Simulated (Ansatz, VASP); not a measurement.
## Two plane-wave programs on HC18

```
C H
1.0
     7.39800    0.00000    0.00000
    -3.69900    6.40686    0.00000
     0.00000    0.00000   11.00000
C H
18 1
Direct
  0.99768 0.99537 0.08447
  0.21912 0.10620 0.08750
  0.99768 0.32925 0.08830
  0.22027 0.44055 0.08786
  0.99768 0.66314 0.08449
  0.21912 0.77375 0.08751
  0.32589 0.99336 0.09114
  0.55361 0.10721 0.11246
  0.33157 0.32925 0.08830
  0.55462 0.44170 0.08751
  0.33157 0.66314 0.08831
  0.55462 0.77375 0.08751
  0.66746 0.99336 0.09114
  0.88708 0.10620 0.08750
  0.66746 0.33492 0.09115
  0.88708 0.44170 0.08751
  0.66545 0.66314 0.08449
  0.88694 0.77388 0.08400
  0.55359 0.10718 0.21520
```

Alike in both runs: functional PBE; k mesh 2 × 2 × 1; occupations gaussian, width 0.02 eV; collinear spin.

Ansatz relaxed the structure, and its values are those at the end. VASP's run is a single point on that final structure, the one shown.

|  | VASP | Ansatz |
| --- | --- | --- |
| version | VASP 6.6.1 | Ansatz 0.2.0 |
| potentials or method | VASP PAW PBE potentials, release 64 (C, H), cutoff 520 eV | scalar-relativistic, plane waves, PAW |
| valence electrons in the cell | 73 | 73 |

```tsv
	VASP	Ansatz	Ansatz less VASP
rms of the force components (eV/Å)	0.005	0.005	+0.0002
net moment per atom (μB)	0.00	0.00	0.000
```

Ansatz's warnings: filled band counts differ across k points, seeded moment not kept.

The k mesh is coarse, so the values compare programs but aren't converged.
